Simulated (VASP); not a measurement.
# Pb (P6_3/mmc) in VASP: single point with PBEsol

Aim: the single point of Pb with PBEsol.

All numbers are computed with VASP 6.6.1; they aren't measurements. Logs are shortened: lines on timing, memory, paths and dates and some standing lists are left out, and cuts for length are marked.

## 1. The cell of the first run

The structure is hexagonal, space group P6_3/mmc (No. 194). The conventional cell has a = 3.548 Å, b = 3.548 Å, c = 5.700 Å, α = 90.00°, β = 90.00°, γ = 120.00°. Pb (site symmetry -6m2) has 12 Pb at 3.51 to 3.55 Å within 4.6 Å.

This isn't the form of Pb at room conditions, which is fcc.

## 2. Single point, PBEsol (31.07 Å³/atom)

Contents of INCAR:

```
PREC = Accurate
ENCUT = 520
EDIFF = 1E-6
ISMEAR = -1
SIGMA = 0.05
LREAL = False
LASPH = True
NELM = 80
ALGO = Normal
ISIF = 2
LWAVE = False
LCHARG = True
GGA = PS
LELF = True
LVHAR = True
NBANDS = 21
```

Contents of KPOINTS:

```
regular mesh
0
Gamma
  12 12 7
```

Contents of POSCAR:

```
Pb
1.0
    3.5482533262      0.0000000000      0.0000000000
   -1.7741266631      3.0728775195      0.0000000000
    0.0000000000      0.0000000000      5.6996356773
Pb
2
Direct
    0.3333333333      0.6666666667      0.2500000000
    0.6666666667      0.3333333333      0.7500000000
```

Potentials or basis: VASP PAW PBE potentials, release 64 (Pb_d).

Launch:

```sh
cat potpaw_PBE.64/Pb_d/POTCAR > POTCAR
mpirun -np 1 vasp_std > vasp.out
```

OUTCAR:

```text
PREC = Accurate
   ENCUT = 520
   EDIFF = 1E-6
   ISMEAR = -1
   LREAL = False
   LASPH = True
   NELM = 80
   ISIF = 2
   GGA = PS

 ion  position               nearest neighbor table
   1  0.333  0.667  0.250-   2 3.51   2 3.51   2 3.51   2 3.51   2 3.51   2 3.51
   2  0.667  0.333  0.750-   1 3.51   1 3.51   1 3.51   1 3.51   1 3.51   1 3.51

  LATTYP: Found a hexagonal cell.
 ALAT       =     3.5482533262
 C/A-ratio  =     1.6063215203

  Lattice vectors:

 A1 = (   3.5482533262,   0.0000000000,   0.0000000000)
 A2 = (  -1.7741266631,   3.0728775195,   0.0000000000)
 A3 = (   0.0000000000,   0.0000000000,   5.6996356773)

Analysis of symmetry for initial positions (statically):
=====================================================================
 Subroutine PRICEL returns:
 Original cell was already a primitive cell.

 Routine SETGRP: Setting up the symmetry group for a
 hexagonal supercell.

 Subroutine GETGRP returns: Found 24 space group operations
 (whereof 12 operations were pure point group operations)
 out of a pool of 24 trial point group operations.

The static configuration has the point symmetry D_3d.
 The point group associated with its full space group is D_6h.

Analysis of symmetry for dynamics (positions and initial velocities):
=====================================================================
 Subroutine PRICEL returns:
 Original cell was already a primitive cell.

 Routine SETGRP: Setting up the symmetry group for a
 hexagonal supercell.

 Subroutine GETGRP returns: Found 24 space group operations
 (whereof 12 operations were pure point group operations)
 out of a pool of 24 trial point group operations.

The dynamic configuration has the point symmetry D_3d.
 The point group associated with its full space group is D_6h.

 Subroutine INISYM returns: Found 24 space group operations
 (whereof 12 operations are pure point group operations),
 and found     1 'primitive' translations

----------------------------------------------------------------------------------------

                                     Primitive cell

  volume of cell :      62.1451

  direct lattice vectors                    reciprocal lattice vectors
     3.548253326  0.000000000  0.000000000     0.281828806  0.162713937  0.000000000
    -1.774126663  3.072877519  0.000000000     0.000000000  0.325427875  0.000000000
     0.000000000  0.000000000  5.699635677     0.000000000  0.000000000  0.175449811

  length of vectors
     3.548253326  3.548253326  5.699635677     0.325427875  0.325427875  0.175449811

  position of ions in fractional coordinates (direct lattice)
     0.333333333  0.666666667  0.250000000
     0.666666667  0.333333333  0.750000000

  ion indices of the primitive-cell ions
   primitive index   ion index
                 1           1
                 2           2

----------------------------------------------------------------------------------------

 KPOINTS: regular mesh

Automatic generation of k-mesh.
 Grid dimensions read from file:
 generate k-points for:   12   12    7

 Generating k-lattice:

  Cartesian coordinates                     Fractional coordinates (reciprocal lattice)
     0.023485734  0.013559495  0.000000000     0.083333333  0.000000000  0.000000000
     0.000000000  0.027118990  0.000000000     0.000000000  0.083333333  0.000000000
     0.000000000  0.000000000  0.025064259     0.000000000  0.000000000  0.142857143

  Length of vectors
     0.027118990  0.027118990  0.025064259

  Shift w.r.t. Gamma in fractional coordinates (k-lattice)
     0.000000000  0.000000000  0.000000000

 Subroutine IBZKPT returns following result:
 ===========================================

 Found     76 irreducible k-points:

 Following reciprocal coordinates:
            Coordinates               Weight
  0.000000  0.000000  0.000000      1.000000
  0.083333  0.000000  0.000000      6.000000
  0.166667  0.000000  0.000000      6.000000
  0.250000  0.000000  0.000000      6.000000
  0.333333  0.000000  0.000000      6.000000
  0.416667  0.000000  0.000000      6.000000
[... 16 lines left out ...]
  0.250000  0.000000  0.142857     12.000000
  0.333333  0.000000  0.142857     12.000000
 [... further k-points ...]
   k-points           NKPTS =     76   k-points in BZ     NKDIM =     76   number of bands    NBANDS=     21
   number of dos      NEDOS =    301   number of ions     NIONS =      2
   total plane-waves  NPLWV =  32928
   dimension x,y,z NGX =    28 NGY =   28 NGZ =   42
   dimension x,y,z NGXF=    56 NGYF=   56 NGZF=   84
   ions per type =               2
   NGX,Y,Z   is equivalent  to a cutoff of  13.12, 13.12, 12.25 a.u.
   NGXF,Y,Z  is equivalent  to a cutoff of  26.24, 26.24, 24.50 a.u.
 SYSTEM =  unknown system
   PREC   = accura    normal or accurate (medium, high low for compatibility)
   ISTART =      0    job   : 0-new  1-cont  2-samecut
   ICHARG =      2    charge: 1-file 2-atom 10-const
   ISPIN  =      1    spin polarized calculation?
   LNONCOLLINEAR =      F non collinear calculations
   LSORBIT =      F    spin-orbit coupling
   LASPH  =      T    aspherical Exc in radial PAW
   ENCUT  =  520.0 eV  38.22 Ry    6.18 a.u.   6.60  6.60 10.60*2*pi/ulx,y,z
   NELM   =     80;   NELMIN=  2; NELMDL= -5     # of ELM steps
   EDIFF  = 0.1E-05   stopping-criterion for ELM
   LREAL  =      F    real-space projection
   EDIFFG = 0.1E-04   stopping-criterion for IOM
   NSW    =      0    number of steps for IOM
   IBRION =     -1    ionic relax: 0-MD 1-quasi-New 2-CG
   NFREE  =      0    steps in history (QN), initial steepest desc. (CG)
   ISIF   =      2    stress and relaxation
   ISYM   =      2    0-nonsym 1-usesym 2-fastsym
   POTIM  = 0.5000    time-step for ionic-motion
   TEBEG  =    0.0;   TEEND  =   0.0 temperature during run
   PSTRESS=    0.0 pullay stress
   NELECT =      28.0000    total number of electrons
   NUPDOWN=      -1.0000    fix difference up-down
   EMIN   =  10.00;   EMAX   =-10.00  energy-range for DOS
   EFERMI =   0.00;   METHOD = LEGACY
   ISMEAR =    -1;   SIGMA  =   0.05  broadening in eV -4-tet -1-fermi 0-gaus
   EFERMI_NEDOS =   21; number of points for ismear=-14 and -15
   IALGO  =     38    algorithm
   IMIX   =      4    mixing-type and parameters
     AMIX     =   0.40;   BMIX     =  1.00
     AMIX_MAG =   1.60;   BMIX_MAG =  1.00
  volume/ion in A,a.u.               =      31.07       209.69
  Fermi-wavevector in a.u.,A,eV,Ry     =   1.255043  2.371687 21.430976  1.575132
  Thomas-Fermi vector in A             =   2.388819
   LORBIT       =      0    0 simple, 1 ext, 2 COOP (PROOUT), +10 PAW based schemes
   GGA     = PS    functional components
   LHFCALC =     F    Hartree Fock is set to
   AEXX    =    0.0000 exact exchange contribution
   IVDW    =     0    specifies the selected vdW correction
   LEPSILON=     F    determine dielectric tensor
   LRPA    =     F    only Hartree local field effects (RPA)
 non-spin polarized calculation
  energy-cutoff  :      520.00
  volume of cell :       62.15
 maximum number of plane-waves:      1707
 NGX is ok and might be reduce to    28
   NGX = 13   NGY = 13   NGZ = 21

 number of electron      28.0000000 magnetization

 Free energy of the ion-electron system (eV)
  ---------------------------------------------------
  ext. energy  EPLUGINS =         0.00000000
  ---------------------------------------------------
  free energy    TOTEN  =        -7.95014762 eV

  energy without entropy =       -7.93766579  energy(sigma->0) =       -7.94390670

 E-fermi :   6.7823     XC(G=0): -10.2257

 val. band max:        6.7640839001   @ k =   0.3333   0.2500   0.0000
 cond. band min:       6.7987293137   @ k =   0.2500   0.0000   0.1429
 fundamental gap:      0.0346454135
 Fermi energy:         6.7822560889

 k-point     1 :       0.0000    0.0000    0.0000
  band No.  band energies     occupation
      1     -10.1710      2.00000
      2     -10.1378      2.00000
      3     -10.1212      2.00000
      4     -10.1212      2.00000
      5     -10.1007      2.00000
      6     -10.1007      2.00000
[... 13 lines left out ...]
     20      15.7168      0.00000
     21      18.1934      0.00000

 k-point     2 :       0.0833    0.0000    0.0000
  band No.  band energies     occupation
      1     -10.1682      2.00000
      2     -10.1441      2.00000
      3     -10.1078      2.00000
      4     -10.1065      2.00000
      5     -10.0967      2.00000
      6     -10.0864      2.00000
[... 13 lines left out ...]
     20      16.1835      0.00000
     21      17.6386      0.00000

 k-point     3 :       0.1667    0.0000    0.0000
  band No.  band energies     occupation
      1     -10.1867      2.00000
      2     -10.1301      2.00000
      3     -10.1007      2.00000
      4     -10.0961      2.00000
      5     -10.0906      2.00000
      6     -10.0664      2.00000
[... 13 lines left out ...]
     20      16.7411      0.00000
     21      17.2928      0.00000

 k-point     4 :       0.2500    0.0000    0.0000
  band No.  band energies     occupation
      1     -10.2180      2.00000
      2     -10.1257      2.00000
      3     -10.1227      2.00000
      4     -10.1097      2.00000
      5     -10.0823      2.00000
      6     -10.0113      2.00000
[... 13 lines left out ...]
     20      15.9998      0.00000
     21      17.2201      0.00000

 k-point     5 :       0.3333    0.0000    0.0000
  band No.  band energies     occupation
      1     -10.2479      2.00000
      2     -10.1584      2.00000
      3     -10.1318      2.00000
      4     -10.1277      2.00000
      5     -10.0510      2.00000
      6      -9.9986      2.00000
[... 13 lines left out ...]
     20      15.4394      0.00000
     21      16.9346      0.00000
[... 382 lines left out ...]
     20      16.1565      0.00000
     21      17.5975      0.00000

 k-point    22 :       0.1667    0.0000    0.1429
  band No.  band energies     occupation
      1     -10.1850      2.00000
      2     -10.1313      2.00000
      3     -10.1217      2.00000
      4     -10.0991      2.00000
      5     -10.0909      2.00000
      6     -10.0526      2.00000
[... 13 lines left out ...]
     20      16.4346      0.00000
     21      16.7057      0.00000

 k-point    23 :       0.2500    0.0000    0.1429
  band No.  band energies     occupation
      1     -10.2147      2.00000
      2     -10.1417      2.00000
      3     -10.1268      2.00000
      4     -10.1038      2.00000
      5     -10.0693      2.00000
      6     -10.0161      2.00000
[... 13 lines left out ...]
     20      15.4186      0.00000
     21      16.5533      0.00000

 k-point    24 :       0.3333    0.0000    0.1429
  band No.  band energies     occupation
      1     -10.2429      2.00000
      2     -10.1701      2.00000
      3     -10.1359      2.00000
      4     -10.1176      2.00000
      5     -10.0439      2.00000
      6     -10.0164      2.00000
[... 13 lines left out ...]
     20      14.8370      0.00000
     21      16.9563      0.00000

 [... further k-points ...]

------------------------ aborting loop because EDIFF is reached ----------------------------------------

  FORCE on cell =-STRESS in cart. coord.  units (eV):
  Direction    XX          YY          ZZ          XY          YZ          ZX
  --------------------------------------------------------------------------------------
  -------------------------------------------------------------------------------------
  Total       -0.7780681     -0.7780681     -0.4566104      0.0000000     -0.0000000      0.0000000
  in kB      -20.0595516    -20.0595516    -11.7719765      0.0000000     -0.0000000      0.0000000
  external PRESSURE =     -17.2970266 kB  Pullay stress =       0.0000000 kB

 VOLUME and BASIS-vectors are now :
 -----------------------------------------------------------------------------
  energy-cutoff  :      520.00
  volume of cell :       62.15
      direct lattice vectors                 reciprocal lattice vectors
     3.548253326  0.000000000  0.000000000     0.281828806  0.162713937  0.000000000
    -1.774126663  3.072877519  0.000000000     0.000000000  0.325427875  0.000000000
     0.000000000  0.000000000  5.699635677     0.000000000  0.000000000  0.175449811

 POSITION                                       TOTAL-FORCE (eV/Angst)
 -----------------------------------------------------------------------------------
     -0.00000      2.04859      1.42491         0.000000     -0.000000      0.000000
      1.77413      1.02429      4.27473        -0.000000      0.000000      0.000000
 -----------------------------------------------------------------------------------
    total drift:                               -0.000000      0.000000     -0.000000

  FREE ENERGIE OF THE ION-ELECTRON SYSTEM (eV)
  ---------------------------------------------------
  free  energy   TOTEN  =        -7.9501476207 eV

  energy  without entropy=       -7.9376657886  energy(sigma->0) =       -7.94390670
```

Wall time 99 s (1 thread of Intel Xeon 8259CL, shared host); peak memory 0.23 GiB.

Results:

- Free energy: -7.9501 eV
- Pressure: -1.7 GPa
- Band gap on the k mesh: zero (bands 14 and 15 overlap by 7.27 eV)

Stress tensor (GPa, compression positive):
```
-2.01  0.00  0.00
 0.00 -2.01  0.00
 0.00  0.00 -1.18
```

Caveat: the PAW data sets were made with another functional, which shifts forces and pressure a little; spin-orbit coupling is left out, which moves the levels of the heavy elements.
